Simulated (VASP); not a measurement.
# FeSi (P2_13) in VASP: density of states with PBEsol

Aim: the density of states of FeSi with PBEsol.

All numbers are computed with VASP 6.6.1; they aren't measurements. Logs are shortened: lines on timing, memory, paths and dates and some standing lists are left out, and cuts for length are marked.

### 1 The cell of the first run

It takes space group P2_13 (No. 198, cubic). The conventional cell has a = 4.403 Å, b = 4.403 Å, c = 4.403 Å, α = 90.00°, β = 90.00°, γ = 90.00°. Within 3.0 Å of Fe (site symmetry 3) lie 7 Si at 2.26 to 2.47 Å and 6 Fe at 2.70 Å. Within 3.0 Å of Si (site symmetry 3) lie 7 Fe at 2.26 to 2.47 Å and 6 Si at 2.73 Å.

### 2 Density of states, PBEsol

Input file POSCAR:

```
FeSi
1.0
    4.4032778256      0.0000000000      0.0000000000
    0.0000000000      4.4032778256      0.0000000000
    0.0000000000      0.0000000000      4.4032778256
Fe Si
4 4
Direct
    0.1368592065      0.1368592065      0.1368592065
    0.3631407935      0.8631407935      0.6368592065
    0.6368592065      0.3631407935      0.8631407935
    0.8631407935      0.6368592065      0.3631407935
    0.8409915072      0.8409915072      0.8409915072
    0.6590084928      0.1590084928      0.3409915072
    0.3409915072      0.6590084928      0.1590084928
    0.1590084928      0.3409915072      0.6590084928
```

Input file INCAR.step1:

```
SYSTEM = FeSi
ALGO = Normal
EDIFF = 1E-7
ENCUT = 520
GGA = PS
ISIF = 2
ISMEAR = 0
LASPH = .TRUE.
LCHARG = .TRUE.
LMAXMIX = 4
LREAL = .FALSE.
LWAVE = .FALSE.
NBANDS = 34
NELM = 60
PREC = Accurate
SIGMA = 0.01
```

Input file KPOINTS.step1:

```
k-points
0
G
  8 8 8
  0 0 0
```

Input file INCAR.step2:

```
SYSTEM = FeSi
ALGO = Normal
EDIFF = 1E-7
ENCUT = 520
GGA = PS
ICHARG = 11
ISIF = 2
ISMEAR = -5
LASPH = .TRUE.
LCHARG = .FALSE.
LMAXMIX = 4
LORBIT = 11
LREAL = .FALSE.
LWAVE = .FALSE.
NEDOS = 2001
NELM = 60
PREC = Accurate
SIGMA = 0.01
```

Input file KPOINTS.step2:

```
k-points
0
G
  12 12 12
  0 0 0
```

Potentials or basis: VASP PAW PBE potentials, release 64 (Fe, Si).

Run with:

```bash
cat potpaw_PBE.64/Fe/POTCAR potpaw_PBE.64/Si/POTCAR > POTCAR
cp INCAR.step1 INCAR
cp KPOINTS.step1 KPOINTS
mpirun -np 1 vasp_std > vasp.out
cp INCAR.step2 INCAR
cp KPOINTS.step2 KPOINTS
mpirun -np 1 vasp_std > vasp.out
```

OUTCAR:

```text
SYSTEM = FeSi
   EDIFF = 1E-7
   ENCUT = 520
   GGA = PS
   ICHARG = 11
   ISIF = 2
   ISMEAR = -5
   LASPH = .TRUE.
   LORBIT = 11
   LREAL = .FALSE.
   NELM = 60
   PREC = Accurate

 ion  position               nearest neighbor table
   1  0.137  0.137  0.137-   5 2.26   6 2.29   7 2.29   8 2.29   7 2.47   8 2.47   6 2.47   3 2.70
                             4 2.70   2 2.70   2 2.70   4 2.70   3 2.70
   2  0.363  0.863  0.637-   6 2.26   5 2.29   7 2.29   8 2.29   7 2.47   8 2.47   5 2.47   1 2.70
                             1 2.70   3 2.70   3 2.70   4 2.70   4 2.70
   3  0.637  0.363  0.863-   7 2.26   6 2.29   5 2.29   8 2.29   8 2.47   6 2.47   5 2.47   1 2.70
                             4 2.70   2 2.70   2 2.70   4 2.70   1 2.70
   4  0.863  0.637  0.363-   8 2.26   6 2.29   7 2.29   5 2.29   6 2.47   5 2.47   7 2.47   1 2.70
                             3 2.70   2 2.70   1 2.70   2 2.70   3 2.70
   5  0.841  0.841  0.841-   1 2.26   2 2.29   3 2.29   4 2.29   3 2.47   4 2.47   2 2.47   6 2.73
                             7 2.73   8 2.73   6 2.73   8 2.73   7 2.73
   6  0.659  0.159  0.341-   2 2.26   1 2.29   3 2.29   4 2.29   3 2.47   4 2.47   1 2.47   8 2.73
                             5 2.73   5 2.73   7 2.73   7 2.73   8 2.73
   7  0.341  0.659  0.159-   3 2.26   2 2.29   1 2.29   4 2.29   4 2.47   2 2.47   1 2.47   8 2.73
                             5 2.73   8 2.73   6 2.73   6 2.73   5 2.73
   8  0.159  0.341  0.659-   4 2.26   2 2.29   3 2.29   1 2.29   2 2.47   1 2.47   3 2.47   7 2.73
                             5 2.73   7 2.73   5 2.73   6 2.73   6 2.73

  LATTYP: Found a simple cubic cell.
 ALAT       =     4.4032778256

  Lattice vectors:

 A1 = (   4.4032778256,   0.0000000000,   0.0000000000)
 A2 = (   0.0000000000,   4.4032778256,   0.0000000000)
 A3 = (   0.0000000000,   0.0000000000,   4.4032778256)

Analysis of symmetry for initial positions (statically):
=====================================================================
 Subroutine PRICEL returns:
 Original cell was already a primitive cell.

 Routine SETGRP: Setting up the symmetry group for a
 simple cubic supercell.

 Subroutine GETGRP returns: Found 12 space group operations
 (whereof  3 operations were pure point group operations)
 out of a pool of 48 trial point group operations.

The static configuration has the point symmetry C_3 .
 The point group associated with its full space group is T   .

Analysis of symmetry for dynamics (positions and initial velocities):
=====================================================================
 Subroutine PRICEL returns:
 Original cell was already a primitive cell.

 Routine SETGRP: Setting up the symmetry group for a
 simple cubic supercell.

 Subroutine GETGRP returns: Found 12 space group operations
 (whereof  3 operations were pure point group operations)
 out of a pool of 48 trial point group operations.

The dynamic configuration has the point symmetry C_3 .
 The point group associated with its full space group is T   .

 Subroutine INISYM returns: Found 12 space group operations
 (whereof  3 operations are pure point group operations),
 and found     1 'primitive' translations

----------------------------------------------------------------------------------------

                                     Primitive cell

  volume of cell :      85.3745

  direct lattice vectors                    reciprocal lattice vectors
     4.403277826  0.000000000  0.000000000     0.227103544  0.000000000  0.000000000
     0.000000000  4.403277826  0.000000000     0.000000000  0.227103544  0.000000000
     0.000000000  0.000000000  4.403277826     0.000000000  0.000000000  0.227103544

  length of vectors
     4.403277826  4.403277826  4.403277826     0.227103544  0.227103544  0.227103544

  position of ions in fractional coordinates (direct lattice)
     0.136859206  0.136859206  0.136859206
     0.363140794  0.863140794  0.636859206
     0.636859206  0.363140794  0.863140794
     0.863140794  0.636859206  0.363140794
     0.840991507  0.840991507  0.840991507
     0.659008493  0.159008493  0.340991507
     0.340991507  0.659008493  0.159008493
     0.159008493  0.340991507  0.659008493

  ion indices of the primitive-cell ions
   primitive index   ion index
                 1           1
                 2           2
                 3           3
[... 24 lines left out ...]
  Shift w.r.t. Gamma in fractional coordinates (k-lattice)
     0.000000000  0.000000000  0.000000000

 TETIRR: Found   1645 inequivalent tetrahedra from    10368

 Subroutine IBZKPT returns following result:
 ===========================================

 Found    119 irreducible k-points:

 Following reciprocal coordinates:
            Coordinates               Weight
  0.000000  0.000000  0.000000      1.000000
  0.083333  0.000000  0.000000      6.000000
  0.166667  0.000000  0.000000      6.000000
  0.250000  0.000000  0.000000      6.000000
  0.333333  0.000000  0.000000      6.000000
  0.416667  0.000000  0.000000      6.000000
[... 16 lines left out ...]
 -0.166667  0.333333  0.000000     12.000000
  0.416667  0.166667  0.000000     12.000000
 [... further k-points ...]
   k-points           NKPTS =    119   k-points in BZ     NKDIM =    119   number of bands    NBANDS=     29
   number of dos      NEDOS =   2001   number of ions     NIONS =      8
   total plane-waves  NPLWV =  46656
   dimension x,y,z NGX =    36 NGY =   36 NGZ =   36
   dimension x,y,z NGXF=    72 NGYF=   72 NGZF=   72
   ions per type =               4   4
   NGX,Y,Z   is equivalent  to a cutoff of  13.59, 13.59, 13.59 a.u.
   NGXF,Y,Z  is equivalent  to a cutoff of  27.18, 27.18, 27.18 a.u.
 SYSTEM =  FeSi
   PREC   = accura    normal or accurate (medium, high low for compatibility)
   ISTART =      0    job   : 0-new  1-cont  2-samecut
   ICHARG =     11    charge: 1-file 2-atom 10-const
   ISPIN  =      1    spin polarized calculation?
   LNONCOLLINEAR =      F non collinear calculations
   LSORBIT =      F    spin-orbit coupling
   LASPH  =      T    aspherical Exc in radial PAW
   ENCUT  =  520.0 eV  38.22 Ry    6.18 a.u.   8.19  8.19  8.19*2*pi/ulx,y,z
   NELM   =     60;   NELMIN=  2; NELMDL=  0     # of ELM steps
   EDIFF  = 0.1E-06   stopping-criterion for ELM
   LREAL  =      F    real-space projection
   EDIFFG = 0.1E-05   stopping-criterion for IOM
   NSW    =      0    number of steps for IOM
   IBRION =     -1    ionic relax: 0-MD 1-quasi-New 2-CG
   NFREE  =      0    steps in history (QN), initial steepest desc. (CG)
   ISIF   =      2    stress and relaxation
   ISYM   =      2    0-nonsym 1-usesym 2-fastsym
   POTIM  = 0.5000    time-step for ionic-motion
   TEBEG  =    0.0;   TEEND  =   0.0 temperature during run
   PSTRESS=    0.0 pullay stress
   NELECT =      48.0000    total number of electrons
   NUPDOWN=      -1.0000    fix difference up-down
   EMIN   =  10.00;   EMAX   =-10.00  energy-range for DOS
   EFERMI =   0.00;   METHOD = LEGACY
   ISMEAR =    -5;   SIGMA  =   0.01  broadening in eV -4-tet -1-fermi 0-gaus
   EFERMI_NEDOS =   21; number of points for ismear=-14 and -15
   IALGO  =     38    algorithm
   IMIX   =      4    mixing-type and parameters
     AMIX     =   0.40;   BMIX     =  1.00
     AMIX_MAG =   1.60;   BMIX_MAG =  1.00
  volume/ion in A,a.u.               =      10.67        72.02
  Fermi-wavevector in a.u.,A,eV,Ry     =   1.351178  2.553356 24.839903  1.825681
  Thomas-Fermi vector in A             =   2.478621
   LORBIT       =     11    0 simple, 1 ext, 2 COOP (PROOUT), +10 PAW based schemes
   GGA     = PS    functional components
   LHFCALC =     F    Hartree Fock is set to
   AEXX    =    0.0000 exact exchange contribution
   IVDW    =     0    specifies the selected vdW correction
   LEPSILON=     F    determine dielectric tensor
   LRPA    =     F    only Hartree local field effects (RPA)
 non-spin polarized calculation
 Fermi weights with tetrahedron method with Bloechl corrections
  energy-cutoff  :      520.00
  volume of cell :       85.37
 maximum number of plane-waves:      2325
 NGX is ok and might be reduce to    36

 number of electron      48.0000004 magnetization

 Free energy of the ion-electron system (eV)
  ---------------------------------------------------
  ext. energy  EPLUGINS =         0.00000000
  ---------------------------------------------------
  free energy    TOTEN  =       -63.82191852 eV

  energy without entropy =      -63.82191852  energy(sigma->0) =      -63.82191852

 E-fermi :  10.0307     XC(G=0): -13.0506

 val. band max:       10.0224054728   @ k =   0.2500   0.0833   0.0833
 cond. band min:      10.1600776447   @ k =   0.2500   0.2500   0.0000
 fundamental gap:      0.1376721719
 Fermi energy:        10.0306568147

 k-point     1 :       0.0000    0.0000    0.0000
  band No.  band energies     occupation
      1      -3.4671      2.00000
      2       2.0002      2.00000
      3       2.0002      2.00000
      4       2.0002      2.00000
      5       4.8243      2.00000
      6       4.8243      2.00000
[... 757 lines left out ...]
     28      12.3028      0.00000
     29      12.4259      0.00000

 [... further k-points ...]

------------------------ aborting loop because EDIFF is reached ----------------------------------------

  FORCE on cell =-STRESS in cart. coord.  units (eV):
  Direction    XX          YY          ZZ          XY          YZ          ZX
  --------------------------------------------------------------------------------------
  -------------------------------------------------------------------------------------
  Total        0.3459176      0.3459176      0.3459176      0.0000000      0.0000000      0.0000000
  in kB        6.4916474      6.4916474      6.4916474      0.0000000      0.0000000      0.0000000
  external PRESSURE =       6.4916474 kB  Pullay stress =       0.0000000 kB

 VOLUME and BASIS-vectors are now :
 -----------------------------------------------------------------------------
  energy-cutoff  :      520.00
  volume of cell :       85.37
      direct lattice vectors                 reciprocal lattice vectors
     4.403277826  0.000000000  0.000000000     0.227103544  0.000000000  0.000000000
     0.000000000  4.403277826  0.000000000     0.000000000  0.227103544  0.000000000
     0.000000000  0.000000000  4.403277826     0.000000000  0.000000000  0.227103544

 POSITION                                       TOTAL-FORCE (eV/Angst)
 -----------------------------------------------------------------------------------
      0.60263      0.60263      0.60263         0.027081      0.027081      0.027081
      1.59901      3.80065      2.80427        -0.027081     -0.027081      0.027081
      2.80427      1.59901      3.80065         0.027081     -0.027081     -0.027081
      3.80065      2.80427      1.59901        -0.027081      0.027081     -0.027081
      3.70312      3.70312      3.70312         0.003802      0.003802      0.003802
      2.90180      0.70016      1.50148        -0.003802     -0.003802      0.003802
      1.50148      2.90180      0.70016         0.003802     -0.003802     -0.003802
      0.70016      1.50148      2.90180        -0.003802      0.003802     -0.003802
 -----------------------------------------------------------------------------------
    total drift:                               -0.000001     -0.000001     -0.000000

  FREE ENERGIE OF THE ION-ELECTRON SYSTEM (eV)
  ---------------------------------------------------
  free  energy   TOTEN  =       -63.8219185178 eV

  energy  without entropy=      -63.8219185178  energy(sigma->0) =      -63.82191852

 total charge

# of ion       s       p       d       tot
------------------------------------------
    1        0.458   0.681   6.615   7.754
    2        0.458   0.681   6.615   7.754
    3        0.458   0.681   6.615   7.754
    4        0.458   0.681   6.615   7.754
    5        0.738   0.918   0.000   1.656
    6        0.738   0.918   0.000   1.656
    7        0.738   0.918   0.000   1.656
    8        0.738   0.918   0.000   1.656
--------------------------------------------------
tot          4.781   6.397  26.461  37.639
```

Wall time 2 min (1 thread of Intel Xeon 6975P-C (Granite Rapids), shared host); peak memory 0.37 GiB.

What came out:

```
Valence electrons inside the program's atomic spheres : Fe 7.75; Si 1.66
```

Caveat: the PAW data sets were made with another functional, which shifts forces and pressure a little.
